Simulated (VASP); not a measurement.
# C (R-3m) in VASP: a series of runs

Runs on C. Level: PBEsol. Tasks: single point.

Program: VASP 6.6.1. These are calculated values, not measurements. Logs are shortened: lines on timing, memory, paths and dates and some standing lists are left out, and cuts for length are marked.

## Step 1: The cell of the first run

Symmetry: R-3m, No. 166, trigonal system. Conventional cell: a = 2.582 Å, b = 2.582 Å, c = 28.473 Å, α = 90.00°, β = 90.00°, γ = 120.00°. Within 1.9 Å of C (site symmetry 3m) lie 4 C at 1.41 to 1.56 Å. C (site symmetry 3m) has 4 C at 1.41 to 1.56 Å within 1.9 Å. Within 1.9 Å of C (site symmetry 3m) lie 4 C at 1.41 to 1.56 Å. Within 1.9 Å of C (site symmetry 3m) lie 4 C at 1.44 to 1.56 Å. C (site symmetry 3m) has 4 C at 1.44 to 1.56 Å within 1.9 Å.

## Step 2: Single point, PBEsol

File INCAR:

```
  ALGO = Normal
  EDIFF = 1E-6
  ENCUT = 520
  GGA = PS
  ISIF = 2
  ISMEAR = 0
  LASPH = True
  LCHARG = True
  LELF = True
  LREAL = False
  LVHAR = True
  LWAVE = False
  NBANDS = 31
  NELM = 80
  PREC = Accurate
  SIGMA = 0.05
```

File KPOINTS:

```
k-points
0
Gamma
  12 12 12
```

File POSCAR:

```
C
1.0
    1.2910000000      0.7453591975      9.4909333333
   -1.2910000000      0.7453591975      9.4909333333
    0.0000000000     -1.4907183950      9.4909333333
C
10
Direct
    0.0248220069      0.0248220069      0.0248220069
    0.9751779931      0.9751779931      0.9751779931
    0.1086877374      0.1086877374      0.1086877374
    0.8913122626      0.8913122626      0.8913122626
    0.1583652898      0.1583652898      0.1583652898
    0.8416347102      0.8416347102      0.8416347102
    0.3748635523      0.3748635523      0.3748635523
    0.6251364477      0.6251364477      0.6251364477
    0.4253181912      0.4253181912      0.4253181912
    0.5746818088      0.5746818088      0.5746818088
```

Potentials or basis: VASP PAW PBE potentials, release 64 (C).

On the command line:

```console
$ cat potpaw_PBE.64/C/POTCAR > POTCAR
$ mpirun -np 1 vasp_std > vasp.out
```

OUTCAR:

```text
EDIFF = 1E-6
   ENCUT = 520
   GGA = PS
   ISIF = 2
   ISMEAR = 0
   LASPH = True
   LREAL = False
   NELM = 80
   PREC = Accurate

 ion  position               nearest neighbor table
   1  0.025  0.025  0.025-   2 1.41   7 1.56   7 1.56   7 1.56
   2  0.975  0.975  0.975-   1 1.41   8 1.56   8 1.56   8 1.56
   3  0.109  0.109  0.109-   5 1.41   9 1.56   9 1.56   9 1.56
   4  0.891  0.891  0.891-   6 1.41  10 1.56  10 1.56  10 1.56
   5  0.158  0.158  0.158-   3 1.41   6 1.56   6 1.56   6 1.56
   6  0.842  0.842  0.842-   4 1.41   5 1.56   5 1.56   5 1.56
   7  0.375  0.375  0.375-   9 1.44   1 1.56   1 1.56   1 1.56
   8  0.625  0.625  0.625-  10 1.44   2 1.56   2 1.56   2 1.56
   9  0.425  0.425  0.425-   7 1.44   3 1.56   3 1.56   3 1.56
  10  0.575  0.575  0.575-   8 1.44   4 1.56   4 1.56   4 1.56

  LATTYP: Found a trigonal (rhomboedric) cell.
 ALAT       =     9.6072918593
 COS(alpha) =     0.9638855911

  Lattice vectors:

 A1 = (   1.2910000000,   0.7453591975,   9.4909333333)
 A2 = (  -1.2910000000,   0.7453591975,   9.4909333333)
 A3 = (   0.0000000000,  -1.4907183950,   9.4909333333)

Analysis of symmetry for initial positions (statically):
=====================================================================
 Subroutine PRICEL returns:
 Original cell was already a primitive cell.

 Routine SETGRP: Setting up the symmetry group for a
 trigonal (rhombohedral) supercell.

 Subroutine GETGRP returns: Found 12 space group operations
 (whereof 12 operations were pure point group operations)
 out of a pool of 12 trial point group operations.

The static configuration has the point symmetry D_3d.

Analysis of symmetry for dynamics (positions and initial velocities):
=====================================================================
 Subroutine PRICEL returns:
 Original cell was already a primitive cell.

 Routine SETGRP: Setting up the symmetry group for a
 trigonal (rhombohedral) supercell.

 Subroutine GETGRP returns: Found 12 space group operations
 (whereof 12 operations were pure point group operations)
 out of a pool of 12 trial point group operations.

The dynamic configuration has the point symmetry D_3d.

 Subroutine INISYM returns: Found 12 space group operations
 (whereof 12 operations are pure point group operations),
 and found     1 'primitive' translations

----------------------------------------------------------------------------------------

                                     Primitive cell

  volume of cell :      54.7964

  direct lattice vectors                    reciprocal lattice vectors
     1.291000000  0.745359198  9.490933333     0.387296669  0.223605836  0.035121239
    -1.291000000  0.745359198  9.490933333    -0.387296669  0.223605836  0.035121239
     0.000000000 -1.490718395  9.490933333     0.000000000 -0.447211673  0.035121239

  length of vectors
     9.607291859  9.607291859  9.607291859     0.448588655  0.448588655  0.448588655

  position of ions in fractional coordinates (direct lattice)
     0.024822007  0.024822007  0.024822007
     0.975177993  0.975177993  0.975177993
     0.108687737  0.108687737  0.108687737
     0.891312263  0.891312263  0.891312263
     0.158365290  0.158365290  0.158365290
     0.841634710  0.841634710  0.841634710
     0.374863552  0.374863552  0.374863552
     0.625136448  0.625136448  0.625136448
     0.425318191  0.425318191  0.425318191
     0.574681809  0.574681809  0.574681809

  ion indices of the primitive-cell ions
   primitive index   ion index
                 1           1
                 2           2
                 3           3
                 4           4
                 5           5
                 6           6
                 7           7
                 8           8
                 9           9
                10          10

----------------------------------------------------------------------------------------

 KPOINTS: k-points

Automatic generation of k-mesh.
 Grid dimensions read from file:
 generate k-points for:   12   12   12

 Generating k-lattice:

  Cartesian coordinates                     Fractional coordinates (reciprocal lattice)
     0.032274722  0.018633820  0.002926770     0.083333333  0.000000000  0.000000000
    -0.032274722  0.018633820  0.002926770     0.000000000  0.083333333  0.000000000
     0.000000000 -0.037267639  0.002926770     0.000000000  0.000000000  0.083333333

  Length of vectors
     0.037382388  0.037382388  0.037382388

  Shift w.r.t. Gamma in fractional coordinates (k-lattice)
     0.000000000  0.000000000  0.000000000

 Subroutine IBZKPT returns following result:
 ===========================================

 Found    189 irreducible k-points:

 Following reciprocal coordinates:
            Coordinates               Weight
  0.000000  0.000000  0.000000      1.000000
  0.083333  0.000000  0.000000      6.000000
  0.166667  0.000000  0.000000      6.000000
  0.250000  0.000000  0.000000      6.000000
[... 63 lines left out ...]

  energy without entropy =      -94.10958317  energy(sigma->0) =      -94.10958317

 E-fermi :  10.7411     XC(G=0): -13.5903

 val. band max:       10.4831078466   @ k =   0.0000   0.0000   0.0000
 cond. band min:      13.3444400443   @ k =   0.5000   0.5000   0.0000
 fundamental gap:      2.8613321977
 Fermi energy:        10.7411335332

 k-point     1 :       0.0000    0.0000    0.0000
  band No.  band energies     occupation
      1     -11.8385      2.00000
      2     -10.5551      2.00000
      3     -10.5182      2.00000
      4      -6.7192      2.00000
      5      -6.7030      2.00000
      6      -0.7030      2.00000
[... 23 lines left out ...]
     30      17.5285      0.00000
     31      17.7733      0.00000

 k-point     2 :       0.0833    0.0000    0.0000
  band No.  band energies     occupation
      1     -11.6754      2.00000
      2     -10.4495      2.00000
      3     -10.3013      2.00000
      4      -6.6976      2.00000
      5      -6.4202      2.00000
      6      -0.7679      2.00000
[... 23 lines left out ...]
     30      17.9781      0.00000
     31      18.1426      0.00000

 k-point     3 :       0.1667    0.0000    0.0000
  band No.  band energies     occupation
      1     -11.1881      2.00000
      2     -10.0380      2.00000
      3      -9.7504      2.00000
      4      -6.3804      2.00000
      5      -5.8349      2.00000
      6      -0.6255      2.00000
[... 23 lines left out ...]
     30      18.7855      0.00000
     31      19.3930      0.00000

 k-point     4 :       0.2500    0.0000    0.0000
  band No.  band energies     occupation
      1     -10.3837      2.00000
      2      -9.3137      2.00000
      3      -8.8904      2.00000
      4      -5.7739      2.00000
      5      -4.9857      2.00000
      6      -0.4377      2.00000
[... 23 lines left out ...]
     30      20.0258      0.00000
     31      20.4792      0.00000

 k-point     5 :       0.3333    0.0000   -0.0000
  band No.  band energies     occupation
      1      -9.2792      2.00000
      2      -8.2953      2.00000
      3      -7.7507      2.00000
      4      -4.9312      2.00000
      5      -4.0144      2.00000
      6      -1.3899      2.00000
[... 23 lines left out ...]
     30      21.0067      0.00000
     31      21.4823      0.00000
[... 542 lines left out ...]
     30      20.2249      0.00000
     31      20.5637      0.00000

 k-point    22 :       0.4167    0.1667   -0.0000
  band No.  band energies     occupation
      1      -8.7836      2.00000
      2      -8.0171      2.00000
      3      -7.0653      2.00000
      4      -4.8936      2.00000
      5      -3.3120      2.00000
      6      -1.2885      2.00000
[... 23 lines left out ...]
     30      21.0336      0.00000
     31      21.2221      0.00000

 k-point    23 :       0.5000    0.1667    0.0000
  band No.  band energies     occupation
      1      -7.4411      2.00000
      2      -6.7740      2.00000
      3      -5.8209      2.00000
      4      -4.1994      2.00000
      5      -3.5865      2.00000
      6      -2.4034      2.00000
[... 23 lines left out ...]
     30      21.2262      0.00000
     31      22.0576      0.00000

 k-point    24 :      -0.4167    0.1667   -0.0000
  band No.  band energies     occupation
      1      -6.2952      2.00000
      2      -5.8925      2.00000
      3      -5.4277      2.00000
      4      -4.4729      2.00000
      5      -4.2769      2.00000
      6      -2.9590      2.00000
[... 23 lines left out ...]
     30      21.5320      0.00000
     31      21.8984      0.00000

 [... further k-points ...]
[... 5 lines left out ...]
  --------------------------------------------------------------------------------------
  -------------------------------------------------------------------------------------
  Total      -11.0325998    -11.0325998     44.0586607      0.0000000      0.0000000      0.0000000
  in kB     -322.5792421   -322.5792421   1288.2194247      0.0000000      0.0000000      0.0000000
  external PRESSURE =     214.3536468 kB  Pullay stress =       0.0000000 kB

 VOLUME and BASIS-vectors are now :
 -----------------------------------------------------------------------------
  energy-cutoff  :      520.00
  volume of cell :       54.80
      direct lattice vectors                 reciprocal lattice vectors
     1.291000000  0.745359198  9.490933333     0.387296669  0.223605836  0.035121239
    -1.291000000  0.745359198  9.490933333    -0.387296669  0.223605836  0.035121239
     0.000000000 -1.490718395  9.490933333     0.000000000 -0.447211673  0.035121239

 POSITION                                       TOTAL-FORCE (eV/Angst)
 -----------------------------------------------------------------------------------
      0.00000      0.00000      0.70675         0.000000     -0.000000      1.201302
      0.00000      0.00000     27.76605         0.000000     -0.000000     -1.201302
      0.00000      0.00000      3.09464         0.000000      0.000000     -1.177601
      0.00000      0.00000     25.37816         0.000000     -0.000000      1.177601
      0.00000      0.00000      4.50910         0.000000      0.000000      1.625500
      0.00000      0.00000     23.96370         0.000000     -0.000000     -1.625500
      0.00000      0.00000     10.67341         0.000000     -0.000000     -1.512024
      0.00000      0.00000     17.79939         0.000000     -0.000000      1.512024
      0.00000      0.00000     12.11000         0.000000     -0.000000      1.514943
      0.00000      0.00000     16.36280         0.000000      0.000000     -1.514943
 -----------------------------------------------------------------------------------
    total drift:                                0.000000      0.000000     -0.000000

  FREE ENERGIE OF THE ION-ELECTRON SYSTEM (eV)
  ---------------------------------------------------
  free  energy   TOTEN  =       -94.1095831689 eV

  energy  without entropy=      -94.1095831689  energy(sigma->0) =      -94.10958317
```

It took 44 min on 1 thread of Intel Xeon Platinum 8488C (Sapphire Rapids), shared host; peak memory 0.81 GiB.

Results:

```yaml
Free_energy: -94.1096 eV
Pressure: 21.4 GPa
Largest_force: 1.625 eV/Å
Band_gap_on_the_k_mesh: 2.86 eV (least direct gap 3.96 eV)
```

Forces on the atoms (eV/Å):
```
C    0.000  0.000  1.201
C    0.000  0.000 -1.201
C    0.000  0.000 -1.178
C    0.000  0.000  1.178
C    0.000  0.000  1.625
C    0.000  0.000 -1.625
C    0.000  0.000 -1.512
C    0.000  0.000  1.512
C    0.000  0.000  1.515
C    0.000  0.000 -1.515
```

Stress tensor (GPa, compression positive):
```
-32.26   0.00   0.00
  0.00 -32.26   0.00
  0.00   0.00 128.82
```

Caveat: the stress differs along the axes, from -32 to 129 GPa; the PAW data sets were made with another functional, which shifts forces and pressure a little.

## Step 3: Single point, PBEsol

This run uses another cell than the first one, of 5.50 Å³/atom.

File INCAR:

```
SYSTEM = C
ALGO     = Normal         ! electronic algorithm
EDIFF    = 1E-7           ! SCF threshold, eV
ENCUT    = 520            ! plane-wave cutoff, eV
GGA      = PS             ! functional
ISIF     = 2              ! what is computed and relaxed
ISMEAR   = 0              ! smearing method
LASPH    = .TRUE.         ! aspherical terms in the spheres
LCHARG   = .FALSE.        ! write CHGCAR
LREAL    = .FALSE.        ! projectors in reciprocal space
LWAVE    = .FALSE.        ! write WAVECAR
NBANDS   = 31             ! bands
NELM     = 80             ! most SCF steps
PREC     = Accurate       ! precision mode
SIGMA    = 0.05           ! smearing width, eV
```

File KPOINTS:

```
k-points
0
G
  12 12 12
  0 0 0
```

POSCAR, as its differences from that of step 2:

```diff
@@ -2,5 +2,5 @@
 1.0
-    1.2910000000      0.7453591975      9.4909333333
-   -1.2910000000      0.7453591975      9.4909333333
-    0.0000000000     -1.4907183950      9.4909333333
+    1.2408500000      0.7164050815     10.3162177860
+   -1.2408500000      0.7164050815     10.3162177860
+    0.0000000000     -1.4328101630     10.3162177860
 C
```

Potentials or basis: VASP PAW PBE potentials, release 64 (C).

On the command line:

```console
$ cat potpaw_PBE.64/C/POTCAR > POTCAR
$ mpirun -np 1 vasp_std > vasp.out
```

It took 65 min on 1 thread of Intel Xeon Platinum 8488C (Sapphire Rapids), shared host; peak memory 0.96 GiB.

The run converged. Its results:

```
Free energy            : -96.1253 eV
Pressure               : 10.7 GPa
Largest force          : 0.071 eV/Å
Band gap on the k mesh : 4.50 eV (least direct gap 5.27 eV)
```

Forces on the atoms (eV/Å):
```
C    0.000  0.000 -0.042
C    0.000  0.000  0.042
C    0.000  0.000  0.042
C    0.000  0.000 -0.042
C    0.000  0.000 -0.060
C    0.000  0.000  0.060
C    0.000  0.000  0.070
C    0.000  0.000 -0.070
C    0.000  0.000 -0.071
C    0.000  0.000  0.071
```

Stress tensor (GPa, compression positive):
```
14.98  0.00  0.00
 0.00 14.98  0.00
 0.00  0.00  2.09
```

Levels at points of the mesh, in eV from the valence-band top:
```csv
k point,band 18,band 19,band 20,band 21,band 22,band 23
"(0.00, 0.00, 0.00)",-0.20,0.00,0.00,5.27,5.48,5.48
"(0.50, 0.00, 0.00)",-4.55,-3.71,-3.07,4.89,4.90,6.05
"(0.50, 0.50, 0.00)",-4.25,-3.55,-3.54,4.68,5.27,5.57
"(0.50, 0.50, 0.50)",-0.47,-0.42,-0.42,5.96,5.96,6.06
```

Caveat: the stress differs along the axes, from 2 to 15 GPa; the PAW data sets were made with another functional, which shifts forces and pressure a little. Expect the measured gap to be larger: semilocal functionals such as PBEsol lack the derivative discontinuity.

## Step 4: Single point, PBEsol

This run uses another cell than the first one, of 5.53 Å³/atom.

INCAR is that of step 3.

KPOINTS is that of step 3.

POSCAR, as its differences from that of step 3:

```diff
@@ -2,5 +2,5 @@
 1.0
-    1.2408500000      0.7164050815     10.3162177860
-   -1.2408500000      0.7164050815     10.3162177860
-    0.0000000000     -1.4328101630     10.3162177860
+    1.2784500000      0.7381134516      9.7660333333
+   -1.2784500000      0.7381134516      9.7660333333
+    0.0000000000     -1.4762269033      9.7660333333
 C
```

On the command line:

```console
$ cat potpaw_PBE.64/C/POTCAR > POTCAR
$ mpirun -np 1 vasp_std > vasp.out
```

Wall time 72 min (1 thread of Intel Xeon Platinum 8488C (Sapphire Rapids), shared host); peak memory 0.95 GiB.

The run converged. Its results:

| Quantity | Value |
| --- | --- |
| Free energy | -95.3070 eV |
| Pressure | 12.0 GPa |
| Largest force | 0.812 eV/Å |
| Band gap on the k mesh | 3.44 eV (least direct gap 4.45 eV) |

Forces in eV/Å, atoms in the order of the input:
```
C    0.000  0.000  0.577
C    0.000  0.000 -0.577
C    0.000  0.000 -0.562
C    0.000  0.000  0.562
C    0.000  0.000  0.812
C    0.000  0.000 -0.812
C    0.000  0.000 -0.734
C    0.000  0.000  0.734
C    0.000  0.000  0.738
C    0.000  0.000 -0.738
```

Stress tensor (GPa, compression positive):
```
-21.67   0.00   0.00
  0.00 -21.67   0.00
  0.00   0.00  79.29
```

Levels at points of the mesh, in eV from the valence-band top:
```
           k point  band 18  band 19  band 20  band 21  band 22  band 23
(0.00, 0.00, 0.00)    -0.40     0.00     0.00     4.45     4.45     6.24
(0.50, 0.00, 0.00)    -4.71    -3.57    -2.69     3.71     3.75     5.89
(0.50, 0.50, 0.00)    -4.15    -3.38    -3.35     3.44     4.53     4.67
(0.50, 0.50, 0.50)    -0.69    -0.63    -0.63     5.13     5.13     5.27
```

Caveat: the stress differs along the axes, from -22 to 79 GPa; the PAW data sets were made with another functional, which shifts forces and pressure a little. A k mesh can miss the band edges.

## Step 5: The runs side by side

| cell | gap on the mesh (eV) | pressure (GPa) | largest force (eV/Å) |
| --- | --- | --- | --- |
| a = 9.607 Å, angles 15.4°, 10 atoms | 2.86 | 21.4 | 1.63 |
| a = 10.415 Å, angles 13.7°, 10 atoms | 4.50 | 10.7 | 0.07 |
| a = 9.877 Å, angles 14.9°, 10 atoms | 3.44 | 12.0 | 0.81 |

Alike in all rows: task single point; level PBEsol; potentials or basis VASP PAW PBE potentials, release 64 (C); no spin polarisation; k mesh 12 × 12 × 12; cutoff (eV) 520; smearing gaussian 0.05 eV.

Caveats: the PAW data sets were made with another functional, which shifts forces and pressure a little; the stress differs along the axes, from -32 to 129 GPa (at least some runs); the stress differs along the axes, from 2 to 15 GPa (at least some runs); the stress differs along the axes, from -22 to 79 GPa (at least some runs).

Total energies depend on the potentials used, so only differences within one code and one set of settings carry meaning.
